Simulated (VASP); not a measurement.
A run of VASP 6.6.1 is set up as follows.

INCAR

```
PREC     = Accurate       # precision mode
ENCUT    = 520            # plane-wave cutoff, eV
EDIFF    = 1E-6           # SCF threshold, eV
ISMEAR   = 1              # smearing method
SIGMA    = 0.15           # smearing width, eV
LREAL    = False          # projectors in reciprocal space
LASPH    = True           # aspherical terms in the spheres
NELM     = 100            # most SCF steps
ALGO     = Normal         # electronic algorithm
ISIF     = 2              # what is computed and relaxed
LWAVE    = False          # write WAVECAR
LCHARG   = True           # write CHGCAR
GGA      = PS             # functional
LELF     = True           # ELF
LVHAR    = True         
NBANDS   = 32             # bands
```

KPOINTS

```
regular mesh
0
Gamma
  12 12 12
```

The input POSCAR:

```
Sn3Se
1.0
    0.0000000000      3.6581854746      3.6581854746
    3.6581854746      0.0000000000      3.6581854746
    3.6581854746      3.6581854746      0.0000000000
Sn Se
3 1
Direct
    0.2500000000      0.2500000000      0.2500000000
    0.7500000000      0.7500000000      0.7500000000
    0.5000000000      0.5000000000      0.5000000000
    0.0000000000      0.0000000000      0.0000000000
```

Potentials or basis: VASP PAW PBE potentials, release 64 (Sn_d, Se).

Run with:

```sh
$ cat potpaw_PBE.64/Sn_d/POTCAR potpaw_PBE.64/Se/POTCAR > POTCAR
$ mpirun -np 1 vasp_std > vasp.out
```

Task: Predict the pressure.

Result: 0.1 GPa.

Task: Predict the band gap on the k mesh.

Result: Zero (bands 24 and 25 overlap by 2.38 eV).

Caveat: the PAW data sets were made with another functional, which shifts forces and pressure a little; spin-orbit coupling is left out, which moves the levels of the heavy elements.
